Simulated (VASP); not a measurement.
# BWO4 (P4/mmm) in VASP: further runs

BWO4 is run at these levels: PBE; tasks: single point, relaxation of cell and atoms.

Everything below comes from runs of VASP 6.6.1. Logs are shortened: lines on timing, memory, paths and dates and some standing lists are left out, and cuts for length are marked.

## Step 1: The cell of the first run

Symmetry: P4/mmm, No. 123, tetragonal system. Conventional cell: a = 2.773 Å, b = 2.773 Å, c = 3.921 Å, α = 90.00°, β = 90.00°, γ = 90.00°. Within 2.3 Å of B (site symmetry 4/mmm) lie 8 O at 1.70 Å. W (site symmetry 4/mmm) has 8 O at 1.70 Å within 2.3 Å. Within 2.3 Å of O (site symmetry 2mm) lie 2 B at 1.70 Å and 2 W at 1.70 Å and 6 O at 1.96 Å.

## Step 2: Single point, PBE

The input, INCAR:

```
SYSTEM = BWO4
PREC     = Accurate       ! precision mode
ENCUT    = 520            ! plane-wave cutoff, eV
EDIFF    = 1E-7           ! SCF threshold, eV
ISMEAR   = 0              ! smearing method
SIGMA    = 0.1            ! smearing width, eV
LREAL    = .FALSE.        ! projectors in reciprocal space
LASPH    = .TRUE.         ! aspherical terms in the spheres
NELM     = 80             ! most SCF steps
ALGO     = Normal         ! electronic algorithm
ISIF     = 2              ! what is computed and relaxed
LWAVE    = .FALSE.        ! write WAVECAR
LCHARG   = .TRUE.         ! write CHGCAR
GGA      = PE             ! functional
LELF     = .TRUE.         ! ELF
LVHAR    = .TRUE.       
NBANDS   = 30             ! bands
```

The input, KPOINTS:

```
regular mesh
0
G
  6 6 4
  0 0 0
```

The input, POSCAR:

```
BWO4
1.0
    2.7728780800      0.0000000000      0.0000000000
    0.0000000000      2.7728780800      0.0000000000
    0.0000000000      0.0000000000      3.9214417800
B W O
1 1 4
Direct
    0.5000000000      0.5000000000      0.5000000000
    0.0000000000      0.0000000000      0.0000000000
    0.5000000000      0.0000000000      0.2500000000
    0.0000000000      0.5000000000      0.7500000000
    0.5000000000      0.0000000000      0.7500000000
    0.0000000000      0.5000000000      0.2500000000
```

Potentials or basis: VASP PAW PBE potentials, release 64 (B, W_sv, O).

On the command line:

```console
$ cat potpaw_PBE.64/B/POTCAR potpaw_PBE.64/W_sv/POTCAR potpaw_PBE.64/O/POTCAR > POTCAR
$ mpirun -np 1 vasp_std > vasp.out
```

OUTCAR:

```text
SYSTEM = BWO4
   PREC = Accurate
   ENCUT = 520
   EDIFF = 1E-7
   ISMEAR = 0
   LREAL = .FALSE.
   LASPH = .TRUE.
   NELM = 80
   ISIF = 2
   GGA = PE

 ion  position               nearest neighbor table
   1  0.500  0.500  0.500-   3 1.70   4 1.70   5 1.70   6 1.70   3 1.70   5 1.70   4 1.70   6 1.70
                             2 2.77   2 2.77   2 2.77   2 2.77   2 2.77   2 2.77   2 2.77   2 2.77
   2  0.000  0.000  0.000-   3 1.70   4 1.70   5 1.70   6 1.70   4 1.70   6 1.70   3 1.70   5 1.70
                             1 2.77   1 2.77   1 2.77   1 2.77   1 2.77   1 2.77   1 2.77   1 2.77
   3  0.500  0.000  0.250-   1 1.70   2 1.70   1 1.70   2 1.70   5 1.96   5 1.96   6 1.96   6 1.96
                             6 1.96   6 1.96
   4  0.000  0.500  0.750-   1 1.70   2 1.70   2 1.70   1 1.70   6 1.96   6 1.96   5 1.96   5 1.96
                             5 1.96   5 1.96
   5  0.500  0.000  0.750-   1 1.70   2 1.70   1 1.70   2 1.70   3 1.96   3 1.96   4 1.96   4 1.96
                             4 1.96   4 1.96
   6  0.000  0.500  0.250-   1 1.70   2 1.70   2 1.70   1 1.70   4 1.96   4 1.96   3 1.96   3 1.96
                             3 1.96   3 1.96

  LATTYP: Found a simple tetragonal cell.
 ALAT       =     2.7728780800
 C/A-ratio  =     1.4142135597

  Lattice vectors:

 A1 = (   2.7728780800,   0.0000000000,   0.0000000000)
 A2 = (   0.0000000000,   2.7728780800,   0.0000000000)
 A3 = (   0.0000000000,   0.0000000000,   3.9214417800)

Analysis of symmetry for initial positions (statically):
=====================================================================
 Subroutine PRICEL returns:
 Original cell was already a primitive cell.

 Routine SETGRP: Setting up the symmetry group for a
 simple tetragonal supercell.

 Subroutine GETGRP returns: Found 16 space group operations
 (whereof 16 operations were pure point group operations)
 out of a pool of 16 trial point group operations.

The static configuration has the point symmetry D_4h.

Analysis of symmetry for dynamics (positions and initial velocities):
=====================================================================
 Subroutine PRICEL returns:
 Original cell was already a primitive cell.

 Routine SETGRP: Setting up the symmetry group for a
 simple tetragonal supercell.

 Subroutine GETGRP returns: Found 16 space group operations
 (whereof 16 operations were pure point group operations)
 out of a pool of 16 trial point group operations.

The dynamic configuration has the point symmetry D_4h.

 Subroutine INISYM returns: Found 16 space group operations
 (whereof 16 operations are pure point group operations),
 and found     1 'primitive' translations

----------------------------------------------------------------------------------------

                                     Primitive cell

  volume of cell :      30.1514

  direct lattice vectors                    reciprocal lattice vectors
     2.772878080  0.000000000  0.000000000     0.360636123  0.000000000  0.000000000
     0.000000000  2.772878080  0.000000000     0.000000000  0.360636123  0.000000000
     0.000000000  0.000000000  3.921441780     0.000000000  0.000000000  0.255008249

  length of vectors
     2.772878080  2.772878080  3.921441780     0.360636123  0.360636123  0.255008249

  position of ions in fractional coordinates (direct lattice)
     0.500000000  0.500000000  0.500000000
     0.000000000  0.000000000  0.000000000
     0.500000000  0.000000000  0.250000000
     0.000000000  0.500000000  0.750000000
     0.500000000  0.000000000  0.750000000
     0.000000000  0.500000000  0.250000000

  ion indices of the primitive-cell ions
   primitive index   ion index
                 1           1
                 2           2
                 3           3
                 4           4
                 5           5
                 6           6

----------------------------------------------------------------------------------------

 KPOINTS: regular mesh

Automatic generation of k-mesh.
 Grid dimensions read from file:
 generate k-points for:    6    6    4

 Generating k-lattice:

  Cartesian coordinates                     Fractional coordinates (reciprocal lattice)
     0.060106020  0.000000000  0.000000000     0.166666667  0.000000000  0.000000000
     0.000000000  0.060106020  0.000000000     0.000000000  0.166666667  0.000000000
     0.000000000  0.000000000  0.063752062     0.000000000  0.000000000  0.250000000

  Length of vectors
     0.060106020  0.060106020  0.063752062

  Shift w.r.t. Gamma in fractional coordinates (k-lattice)
     0.000000000  0.000000000  0.000000000

 Subroutine IBZKPT returns following result:
 ===========================================

 Found     30 irreducible k-points:

 Following reciprocal coordinates:
            Coordinates               Weight
  0.000000  0.000000  0.000000      1.000000
  0.166667  0.000000  0.000000      4.000000
[... 34 lines left out ...]
   POTIM  = 0.5000    time-step for ionic-motion
   TEBEG  =    0.0;   TEEND  =   0.0 temperature during run
   PSTRESS=    0.0 pullay stress
   NELECT =      41.0000    total number of electrons
   NUPDOWN=      -1.0000    fix difference up-down
   EMIN   =  10.00;   EMAX   =-10.00  energy-range for DOS
   EFERMI =   0.00;   METHOD = LEGACY
   ISMEAR =     0;   SIGMA  =   0.10  broadening in eV -4-tet -1-fermi 0-gaus
   EFERMI_NEDOS =   21; number of points for ismear=-14 and -15
   IALGO  =     38    algorithm
   IMIX   =      4    mixing-type and parameters
     AMIX     =   0.40;   BMIX     =  1.00
     AMIX_MAG =   1.60;   BMIX_MAG =  1.00
  volume/ion in A,a.u.               =       5.03        33.91
  Fermi-wavevector in a.u.,A,eV,Ry     =   1.813707  3.427408 44.756790  3.289531
  Thomas-Fermi vector in A             =   2.871689
   LORBIT       =      0    0 simple, 1 ext, 2 COOP (PROOUT), +10 PAW based schemes
   GGA     = PE    functional components
   LHFCALC =     F    Hartree Fock is set to
   AEXX    =    0.0000 exact exchange contribution
   IVDW    =     0    specifies the selected vdW correction
   LEPSILON=     F    determine dielectric tensor
   LRPA    =     F    only Hartree local field effects (RPA)
 non-spin polarized calculation
 Gauss-broadening in eV      SIGMA  =   0.10
  energy-cutoff  :      520.00
  volume of cell :       30.15
 maximum number of plane-waves:       830
 NGX is ok and might be reduce to    24
   NGX = 11   NGY = 11   NGZ = 15

 number of electron      40.9999999 magnetization

 Free energy of the ion-electron system (eV)
  ---------------------------------------------------
  ext. energy  EPLUGINS =         0.00000000
  ---------------------------------------------------
  free energy    TOTEN  =       -21.13732307 eV

  energy without entropy =      -21.13271123  energy(sigma->0) =      -21.13501715

 E-fermi :  16.9447     XC(G=0): -15.6095

 val. band max:       16.8381891111   @ k =   0.5000   0.3333   0.5000
 cond. band min:      16.9554999679   @ k =   0.5000   0.0000   0.0000
 fundamental gap:      0.1173108568
 Fermi energy:        16.9447224400

 k-point     1 :       0.0000    0.0000    0.0000
  band No.  band energies     occupation
      1     -58.8996      2.00000
      2     -25.0745      2.00000
      3     -23.8338      2.00000
      4     -23.8338      2.00000
      5     -11.7163      2.00000
      6      -6.9194      2.00000
[... 22 lines left out ...]
     29      29.9692      0.00000
     30      29.9692      0.00000

 k-point     2 :       0.1667    0.0000    0.0000
  band No.  band energies     occupation
      1     -58.8770      2.00000
      2     -24.9826      2.00000
      3     -24.3894      2.00000
      4     -23.8027      2.00000
      5     -11.0877      2.00000
      6      -6.5237      2.00000
[... 22 lines left out ...]
     29      29.6542      0.00000
     30      29.9957      0.00000

 k-point     3 :       0.3333    0.0000    0.0000
  band No.  band energies     occupation
      1     -58.8316      2.00000
      2     -25.3469      2.00000
      3     -24.7910      2.00000
      4     -23.7397      2.00000
      5      -9.8619      2.00000
      6      -6.7710      2.00000
[... 682 lines left out ...]
     29      28.8656      0.00000
     30      29.9683      0.00000

 k-point    24 :       0.5000    0.0000    0.5000
  band No.  band energies     occupation
      1     -58.8082      2.00000
      2     -25.7477      2.00000
      3     -24.7529      2.00000
      4     -23.7040      2.00000
      5      -9.0871      2.00000
      6      -7.7806      2.00000
[... 22 lines left out ...]
     29      27.9030      0.00000
     30      28.6133      0.00000

 [... further k-points ...]

------------------------ aborting loop because EDIFF is reached ----------------------------------------

  FORCE on cell =-STRESS in cart. coord.  units (eV):
  Direction    XX          YY          ZZ          XY          YZ          ZX
  --------------------------------------------------------------------------------------
  -------------------------------------------------------------------------------------
  Total       99.3016545     99.3016545     99.4826801      0.0000000      0.0000000     -0.0000000
  in kB     5276.6677093   5276.6677093   5286.2870077      0.0000000      0.0000000     -0.0000000
  external PRESSURE =    5279.8741421 kB  Pullay stress =       0.0000000 kB

 VOLUME and BASIS-vectors are now :
 -----------------------------------------------------------------------------
  energy-cutoff  :      520.00
  volume of cell :       30.15
      direct lattice vectors                 reciprocal lattice vectors
     2.772878080  0.000000000  0.000000000     0.360636123  0.000000000  0.000000000
     0.000000000  2.772878080  0.000000000     0.000000000  0.360636123  0.000000000
     0.000000000  0.000000000  3.921441780     0.000000000  0.000000000  0.255008249

 POSITION                                       TOTAL-FORCE (eV/Angst)
 -----------------------------------------------------------------------------------
      1.38644      1.38644      1.96072        -0.000000      0.000000      0.000000
      0.00000      0.00000      0.00000        -0.000000      0.000000      0.000000
      1.38644      0.00000      0.98036         0.000000      0.000000     14.741110
      0.00000      1.38644      2.94108         0.000000     -0.000000    -14.741110
      1.38644      0.00000      2.94108        -0.000000      0.000000    -14.741110
      0.00000      1.38644      0.98036        -0.000000      0.000000     14.741110
 -----------------------------------------------------------------------------------
    total drift:                                0.000000      0.000000     -0.000000

  FREE ENERGIE OF THE ION-ELECTRON SYSTEM (eV)
  ---------------------------------------------------
  free  energy   TOTEN  =       -21.1373230736 eV

  energy  without entropy=      -21.1327112282  energy(sigma->0) =      -21.13501715
```

Wall time 40 s (1 thread of Intel Xeon 8259CL, shared host); peak memory 0.16 GiB.

What came out:

```yaml
Free_energy: -21.1373 eV
Pressure: 528.0 GPa
Largest_force: 14.741 eV/Å
Band_gap_on_the_k_mesh: zero (an odd number of electrons rules out a gap without spin polarisation)
```

Forces on the atoms (eV/Å):
```
B     0.000   0.000   0.000
W     0.000   0.000   0.000
O     0.000   0.000  14.741
O     0.000   0.000 -14.741
O     0.000   0.000 -14.741
O     0.000   0.000  14.741
```

Caveat: the k points lie up to 0.40 Å⁻¹ apart, too coarse for converged energies and pressures of a metal; spin-orbit coupling is left out, which moves the levels of the heavy elements; an odd number of electrons without spin polarisation forces a metal; a magnetic or distorted state may lie lower.

## Step 3: Single point, PBE

This run uses another cell than the first one, of 8.63 Å³/atom.

The input, INCAR:

```
SYSTEM = BWO4
ALGO = Normal ; EDIFF = 1E-7
ENCUT = 520 ; GGA = PE
ISIF = 2 ; ISMEAR = 0
LASPH = .True. ; LCHARG = .False.
LREAL = .False. ; LWAVE = .False.
NBANDS = 30 ; NELM = 100
PREC = Accurate ; SIGMA = 0.1
```

The input, KPOINTS:

```
k-points
0
Gamma
  12 12 8
  0 0 0
```

The input, POSCAR:

```
BWO4
1.0
    3.3115798845      0.0000000000      0.0000000000
    0.0000000000      3.3115798845      0.0000000000
    0.0000000000      0.0000000000      4.7221964071
B W O
1 1 4
Direct
    0.5000000000      0.5000000000      0.5000000000
    0.0000000000      0.0000000000      0.0000000000
    0.5000000000      0.0000000000      0.2574403183
    0.0000000000      0.5000000000      0.7425596817
    0.5000000000      0.0000000000      0.7425596817
    0.0000000000      0.5000000000      0.2574403183
```

Potentials or basis: VASP PAW PBE potentials, release 64 (B, W_sv, O).

On the command line:

```console
$ cat potpaw_PBE.64/B/POTCAR potpaw_PBE.64/W_sv/POTCAR potpaw_PBE.64/O/POTCAR > POTCAR
$ mpirun -np 1 vasp_std > vasp.out
```

Wall time 5.2 min (1 thread of Intel Xeon 8259CL, shared host); peak memory 0.32 GiB.

Results (log left out):

| Item | Value |
| --- | --- |
| Free energy | -44.4237 eV |
| Pressure | 1.6 GPa |
| Largest force | 0.120 eV/Å |
| Band gap on the k mesh | zero (an odd number of electrons rules out a gap without spin polarisation) |

Forces on the atoms (eV/Å):
```
B    0.000  0.000  0.000
W    0.000  0.000  0.000
O    0.000  0.000  0.120
O    0.000  0.000 -0.120
O    0.000  0.000 -0.120
O    0.000  0.000  0.120
```

Stress tensor (GPa, compression positive):
```
1.54 0.00 0.00
0.00 1.54 0.00
0.00 0.00 1.64
```

Levels at points of the mesh, in eV from the Fermi level:
```csv
k point,band 19,band 20,band 21,band 22,band 23,band 24
"(0.00, 0.00, 0.00)",-1.82,-1.79,-0.85,0.01,2.30,4.02
"(0.50, 0.00, 0.00)",-2.93,-1.32,0.02,0.37,2.87,3.10
"(0.50, 0.50, 0.00)",-1.25,-0.99,-0.36,0.70,4.22,4.22
"(0.00, 0.00, 0.50)",-1.51,-1.51,0.02,0.21,1.64,3.91
"(0.50, 0.00, 0.50)",-3.72,-3.59,0.34,1.59,3.39,4.34
"(0.50, 0.50, 0.50)",-0.74,-0.61,0.01,0.77,2.64,3.45
```

Caveat: spin-orbit coupling is left out, which moves the levels of the heavy elements; an odd number of electrons without spin polarisation forces a metal; a magnetic or distorted state may lie lower.

## Step 4: Relaxation of cell and atoms, PBE

This run uses another cell than the first one, of 8.63 Å³/atom.

The input, INCAR:

```
SYSTEM = BWO4
PREC = Accurate ; ENCUT = 600
EDIFF = 1E-6 ; ISMEAR = 0
SIGMA = 0.1 ; LREAL = .False.
LASPH = .True. ; NELM = 60
ALGO = Normal ; ISIF = 3
LWAVE = .False. ; LCHARG = .False.
GGA = PE ; IBRION = 2
NSW = 100 ; EDIFFG = -0.01
```

The input, KPOINTS:

```
regular mesh
0
Gamma
  12 12 8
  0 0 0
```

The input, POSCAR:

```
BWO4
1.0
    3.3125021888      0.0000000000      0.0000000000
    0.0000000000      3.3125021888      0.0000000000
    0.0000000000      0.0000000000      4.7168913213
B W O
1 1 4
Direct
    0.5000000000      0.5000000000      0.5000000000
    0.0000000000      0.0000000000      0.0000000000
    0.5000000000      0.0000000000      0.2573462197
    0.0000000000      0.5000000000      0.7426537803
    0.5000000000      0.0000000000      0.7426537803
    0.0000000000      0.5000000000      0.2573462197
```

On the command line:

```console
$ cat potpaw_PBE.64/B/POTCAR potpaw_PBE.64/W_sv/POTCAR potpaw_PBE.64/O/POTCAR > POTCAR
$ mpirun -np 1 vasp_std > vasp.out
```

Wall time 11 min (1 thread of Intel Xeon 8259CL, shared host); peak memory 0.34 GiB.

It converged, with:

- Free energy: -44.4350 eV
- Relaxed volume: 8.66 Å³/atom
- Relaxed cell: a = 3.315 Å, b = 3.315 Å, c = 4.729 Å, α = 90.00°, β = 90.00°, γ = 90.00°
- Space group after relaxing (to 0.1 Å): P4/mmm (No. 123)
- Energy gained by relaxing: 0.3 meV/atom
- Ionic steps: 4
- Pressure after relaxing: 0.0 GPa
- Largest force after relaxing: 0.004 eV/Å
- Band gap on the k mesh: zero (an odd number of electrons rules out a gap without spin polarisation)

Forces in eV/Å, atoms in the order of the input:
```
B    0.000  0.000  0.000
W    0.000  0.000  0.000
O    0.000  0.000  0.004
O    0.000  0.000 -0.004
O    0.000  0.000 -0.004
O    0.000  0.000  0.004
```

Stress tensor (GPa, compression positive):
```
 0.06  0.00  0.00
 0.00  0.06  0.00
 0.00  0.00 -0.08
```

Step by step:
```
step  energy change (eV)  largest force (eV/Å)  pressure (GPa)  volume (Å³)
   1              0.0000                0.1327            1.53        51.76
   2              0.0024                0.1458           -2.65        52.38
   3             -0.0020                0.0189           -0.19        52.00
   4             -0.0021                0.0042            0.01        51.95
```

Final structure:
```
B W O
1.0
     3.31455    0.00000    0.00000
     0.00000    3.31455    0.00000
     0.00000    0.00000    4.72891
B W O
1 1 4
Direct
  0.50000 0.50000 0.50000
  0.00000 0.00000 0.00000
  0.50000 0.00000 0.25810
  0.00000 0.50000 0.74190
  0.50000 0.00000 0.74190
  0.00000 0.50000 0.25810
```

Levels at points of the mesh, in eV from the Fermi level:
```csv
k point,band 17,band 18,band 19,band 20,band 21,band 22,band 23,band 24
"(0.00, 0.00, 0.00)",-2.08,-1.81,-1.81,-1.78,-0.84,0.02,2.28,4.02
"(0.50, 0.00, 0.00)",-3.58,-3.22,-2.92,-1.31,0.03,0.36,2.89,3.07
"(0.50, 0.50, 0.00)",-2.68,-2.33,-1.23,-0.98,-0.35,0.72,4.20,4.20
"(0.00, 0.00, 0.50)",-3.09,-3.09,-1.49,-1.49,0.03,0.20,1.63,3.90
"(0.50, 0.00, 0.50)",-4.61,-3.72,-3.69,-3.57,0.34,1.57,3.39,4.31
"(0.50, 0.50, 0.50)",-3.42,-1.47,-0.74,-0.60,0.00,0.78,2.66,3.42
```

Caveat: spin-orbit coupling is left out, which moves the levels of the heavy elements; an odd number of electrons without spin polarisation forces a metal; a magnetic or distorted state may lie lower.

## Step 5: Overview

| task | cell | k mesh | cutoff (eV) | gap on the mesh (eV) | pressure (GPa) | largest force (eV/Å) |
| --- | --- | --- | --- | --- | --- | --- |
| single point | a = 2.773, b = 2.773, c = 3.921 Å, 6 atoms, atomic positions A | 6 × 6 × 4 | 520 | none | 528.0 | 14.74 |
| single point | a = 3.312, b = 3.312, c = 4.722 Å, 6 atoms, atomic positions B | 12 × 12 × 8 | 520 | none | 1.6 | 0.12 |
| relaxation of cell and atoms | relaxed from a = 3.313, b = 3.313, c = 4.717 Å, 6 atoms, atomic positions B | 12 × 12 × 8 | 600 | none | 0.0 | - |

Alike in all rows: level PBE; potentials or basis VASP PAW PBE potentials, release 64 (B, W_sv, O); no spin polarisation; smearing gaussian 0.1 eV.

Caveats: some runs use coarse meshes; spin-orbit coupling is left out, which moves the levels of the heavy elements; an odd number of electrons without spin polarisation forces a metal; a magnetic or distorted state may lie lower.

Total energies depend on the potentials used, so only differences within one code and one set of settings carry meaning.

The gap in the log of VASP goes by the Fermi energy; the results here count the filled bands.